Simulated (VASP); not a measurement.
**NaC8: single point with PBE+D3(BJ)**

The system is NaC8.

```
CELL_PARAMETERS angstrom
4.97600 0.00000 0.00000
-2.48800 4.30934 0.00000
0.00000 0.00000 4.49613
ATOMIC_POSITIONS crystal
Na 0.00000 0.00000 0.50000
C 0.33467 0.16734 0.00000
C 0.33333 0.66667 0.00000
C 0.83266 0.16734 0.00000
C 0.83266 0.66533 0.00000
C 0.16734 0.33467 0.00000
C 0.16734 0.83266 0.00000
C 0.66667 0.33333 0.00000
C 0.66533 0.83266 0.00000
```

- Program: VASP 6.6.1
- Task: single point
- Functional: PBE
- Dispersion: D3(BJ)
- Potentials or basis: VASP PAW PBE potentials, release 64 (Na_pv, C)
- Cutoff: 520 eV
- k mesh: 12 × 12 × 8
- Occupations: gaussian, width 0.1 eV
- Spin: no spin polarisation

The pressure is 0.1 GPa and the dispersion energy per atom is -0.130 eV.

Stress tensor (GPa, compression positive):
```
 0.26  0.00  0.00
 0.00  0.26  0.00
 0.00  0.00 -0.09
```

Levels at points of the mesh, in eV from the Fermi level:
```csv
k point,band 16,band 17,band 18,band 19,band 20,band 21,band 22,band 23
"(0.00, 0.00, 0.00)",-4.22,-3.93,-3.93,-3.53,0.16,0.25,0.25,0.29
"(0.50, 0.00, 0.00)",-6.20,-6.20,-4.27,-4.00,1.28,1.33,2.06,2.12
"(0.00, 0.00, 0.50)",-4.22,-4.11,-4.11,-3.77,-0.24,-0.24,-0.16,3.14
"(0.50, 0.00, 0.50)",-6.20,-6.20,-4.52,-4.34,1.03,1.19,4.80,4.81
```

Run time: 6 min on 1 thread of Intel Xeon 8259CL, on a shared host, peak memory 0.36 GiB.

Caveat: pairwise dispersion overbinds metals, which lowers pressure and volume.
